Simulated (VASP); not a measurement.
Here is a VASP 6.6.1 calculation.

INCAR

```
SYSTEM = K
  ALGO = Normal
  EDIFF = 1E-6
  ENCUT = 520
  GGA = CA
  ISIF = 2
  ISMEAR = -1
  LASPH = .True.
  LCHARG = .False.
  LREAL = .False.
  LWAVE = .False.
  NBANDS = 10
  NELM = 100
  PREC = Accurate
  SIGMA = 0.08
```

Contents of KPOINTS:

```
k-points
0
Gamma
  12 12 12
  0 0 0
```

Contents of POSCAR:

```
K
1.0
    0.0000000000      3.1803327112      3.1803327112
    3.1803327112      0.0000000000      3.1803327112
    3.1803327112      3.1803327112      0.0000000000
K
1
Direct
    0.0000000000      0.0000000000      0.0000000000
```

Potentials or basis: VASP PAW LDA potentials, release 64 (K_sv).

Command:

```bash
$ cat potpaw_LDA.64/K_sv/POTCAR > POTCAR
$ mpirun -np 1 vasp_std > vasp.out
```

Q: Predict the pressure.

A: 0.0 GPa.
